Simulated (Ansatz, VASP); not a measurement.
## NaCl: VASP beside Ansatz

INCAR

```
SYSTEM = NaCl
ALGO = Normal ; EDIFF = 1E-7
ENCUT = 520 ; GGA = PS
ISIF = 2 ; ISMEAR = 0
LASPH = .True. ; LCHARG = .False.
LREAL = .False. ; LWAVE = .False.
NBANDS = 14 ; NELM = 80
PREC = Accurate ; SIGMA = 0.02
```

Contents of KPOINTS:

```
k-points
0
Gamma
  6 6 6
  0 0 0
```

File POSCAR:

```
NaCl
1.0
    3.4465051790      0.0000000000      0.0000000000
    0.0000000000      3.4465051790      0.0000000000
    0.0000000000      0.0000000000      3.4465051790
Na Cl
1 1
Direct
    0.0000000000      0.0000000000      0.0000000000
    0.5000000000      0.5000000000      0.5000000000
```

Input for Ansatz:

```yaml
crystal:
  lattice:
    - [3.446505179, 0.0, 0.0]
    - [0.0, 3.446505179, 0.0]
    - [0.0, 0.0, 3.446505179]
  atoms:
    - { symbol: Na, position: [0.0, 0.0, 0.0] }
    - { symbol: Cl, position: [0.5, 0.5, 0.5] }
basis:
  ecutwfc: 420
kpoints:
  mp_grid: { grid: [6, 6, 6] }
hamiltonian:
  xc: pbesol
scf:
  occupations: { method: gaussian, width: 0.02 }
output:
  forces: true
  stress: true
  eigenvalues: true
  populations: true
  write_density: true
  write_potential: true
  elf: true
  volumetric_format: npy
```

Alike in both runs: task single point; functional PBEsol; k mesh 6 × 6 × 6; occupations gaussian, width 0.02 eV; no spin polarisation.

|  | VASP | Ansatz |
| --- | --- | --- |
| version | VASP 6.6.1 | Ansatz 0.2.0 |
| potentials or method | VASP PAW PBE potentials, release 64 (Na_pv, Cl), cutoff 520 eV | scalar-relativistic, plane waves, PAW |
| valence electrons in the cell | 14 | 16 |

```tsv
	VASP	Ansatz	Ansatz less VASP
gap on the k mesh at the Fermi level (eV)	3.99	4.00	+0.003
least direct gap on the mesh (eV)	4.53	4.54	+0.003
pressure (GPa)	0.0	0.0	0.00
```

VASP's potentials were made for PBE, not for PBEsol. VASP's potentials hold 14 valence electrons a cell and Ansatz's 16, so a difference there can come from the potentials and not from the codes.
